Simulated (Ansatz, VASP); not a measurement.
**One calculation of Mn2Zn, two programs**

The input INCAR:

```
SYSTEM = Mn2Zn
PREC     = Accurate       ! precision mode
ENCUT    = 600            ! plane-wave cutoff, eV
EDIFF    = 1E-6           ! SCF threshold, eV
ISMEAR   = 0              ! smearing method
SIGMA    = 0.1            ! smearing width, eV
LREAL    = .False.        ! projectors in reciprocal space
LASPH    = .True.         ! aspherical terms in the spheres
NELM     = 150            ! most SCF steps
ALGO     = Fast           ! electronic algorithm
ISIF     = 3              ! what is computed and relaxed
LWAVE    = .False.        ! write WAVECAR
LCHARG   = .False.        ! write CHGCAR
ISPIN    = 2              ! spin polarisation
MAGMOM   = 2.95 2.95 0    ! initial moments
LORBIT   = 11             ! projections on sites
LMAXMIX  = 4              ! l up to which the mixer works
GGA      = PE             ! functional
IBRION   = 2              ! ionic algorithm
NSW      = 90             ! ionic steps
EDIFFG   = -0.04          ! ionic threshold
```

File KPOINTS:

```
regular mesh
0
Gamma
  6 6 6
  0 0 0
```

Contents of POSCAR:

```
Mn2Zn
1.0
    0.0000000000      2.6979912068      2.6979912068
    2.6979912068      0.0000000000      2.6979912068
    2.6979912068      2.6979912068      0.0000000000
Mn Zn
2 1
Direct
    0.2500000000      0.2500000000      0.2500000000
    0.7500000000      0.7500000000      0.7500000000
    0.0000000000      0.0000000000      0.0000000000
```

Input for Ansatz:

```yaml
crystal:
  lattice:
    - [0.0, 2.6979912068, 2.6979912068]
    - [2.6979912068, 0.0, 2.6979912068]
    - [2.6979912068, 2.6979912068, 0.0]
  atoms:
    - { symbol: Mn, position: [0.25, 0.25, 0.25], spin: 2.95 }
    - { symbol: Mn, position: [0.75, 0.75, 0.75], spin: 2.95 }
    - { symbol: Zn, position: [0.0, 0.0, 0.0] }
basis:
  ecutwfc: 420
kpoints:
  mp_grid: { grid: [6, 6, 6] }
hamiltonian:
  xc: pbe
scf:
  occupations: { method: gaussian, width: 0.1 }
  lower_state_search: "off"
output:
  forces: true
  stress: true
  eigenvalues: true
  populations: true
magnetization:
  spin_polarized: true
relax:
  adjacent_minimum: "off"
  f_tol: 0.04
  max_steps: 70
  cell: { stress_tol: 0.4 }
```

Alike in both runs: task relaxation of cell and atoms; functional PBE; k mesh 6 × 6 × 6; occupations gaussian, width 0.1 eV; collinear spin.

|  | VASP | Ansatz |
| --- | --- | --- |
| version | VASP 6.6.1 | Ansatz 0.2.0 |
| potentials or method | VASP PAW PBE potentials, release 64 (Mn_pv, Zn), cutoff 600 eV | scalar-relativistic, plane waves, PAW |
| valence electrons in the cell | 38 | 42 |

Ansatz gave:

| Quantity | Value |
| --- | --- |
| gap on the k mesh at the Fermi level, each at its own relaxed structure (eV) | none |
| net moment per atom (μB) | 2.39 |
| size of the moment on the site where the two differ most (μB) | 3.46 |
| relaxed volume (Å³/atom) | 16.71 |
| relaxed length of the cell vector where the two differ most in proportion (Å) | 4.138 |

Task: Estimate VASP's values.

Result: gap on the k mesh at the Fermi level, each at its own relaxed structure (eV): none; net moment per atom (μB): 2.39; size of the moment on the site where the two differ most (μB): 3.53; relaxed volume (Å³/atom): 16.81; relaxed length of the cell vector where the two differ most in proportion (Å): 4.147.

Site moments also hang on the region over which each program counts them. A gap of «none» marks a metal or a gap that the smearing closes. VASP's potentials hold 38 valence electrons a cell and Ansatz's 42, so a difference there can come from the potentials and not from the codes.

Noted on VASP's run: the volume moved by over 15 % at a fixed basis, so the end points are rough.
